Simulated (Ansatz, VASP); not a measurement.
**N in VASP and in Ansatz**

```
CELL_PARAMETERS angstrom
2.56078 0.00000 0.00000
-1.28039 2.21770 0.00000
0.00000 0.00000 2.48611
ATOMIC_POSITIONS crystal
N 0.66667 0.33333 0.25000
N 0.33333 0.66667 0.75000
```

Alike in both runs: task single point; functional PBEsol; k mesh 8 × 8 × 7; occupations fermi-dirac, width 0.1 eV; no spin polarisation.

|  | VASP | Ansatz |
| --- | --- | --- |
| version | VASP 6.6.1 | Ansatz 0.2.0 |
| potentials or method | VASP PAW PBE potentials, release 64 (N), cutoff 520 eV | plane waves, PAW |
| valence electrons in the cell | 10 | 10 |

Ansatz gave:

* pressure (GPa): -11.0
* traceless stress, the component that is largest in VASP (GPa): -9.79

Task: What did VASP give for the same quantities?

Result: Pressure (GPa): -10.9; traceless stress, the component that is largest in VASP (GPa): -9.70.

VASP's potentials were made for PBE, not for PBEsol.

The k mesh is coarse, so the values compare programs but aren't converged.
